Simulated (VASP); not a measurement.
A run of VASP 6.6.1 is set up as follows.

Contents of INCAR:

```
  PREC = Accurate
  ENCUT = 520
  EDIFF = 1E-6
  ISMEAR = 0
  SIGMA = 0.1
  LREAL = False
  LASPH = True
  NELM = 60
  ALGO = Normal
  ISIF = 2
  LWAVE = False
  LCHARG = True
  GGA = PS
  LELF = True
  LVHAR = True
  NBANDS = 16
```

KPOINTS

```
Automatic mesh
0
Gamma
  14 14 14
```

The input POSCAR:

```
Ir
1.0
    0.0000000000      2.7525536503      2.7525536503
    2.7525536503      0.0000000000      2.7525536503
    2.7525536503      2.7525536503      0.0000000000
Ir
2
Direct
    0.5000000000      0.5000000000      0.5000000000
    0.7500000000      0.7500000000      0.7500000000
```

Potentials or basis: VASP PAW PBE potentials, release 64 (Ir).

Command:

```console
$ cat potpaw_PBE.64/Ir/POTCAR > POTCAR
$ mpirun -np 1 vasp_std > vasp.out
```

Problem. What does it give for the band gap on the k mesh?

Solution. Zero (bands 9 and 10 overlap by 1.61 eV).

Problem. Predict the pressure.

Solution. -0.3 GPa.

Caveat: the PAW data sets were made with another functional, which shifts forces and pressure a little; spin-orbit coupling is left out, which moves the levels of the heavy elements.
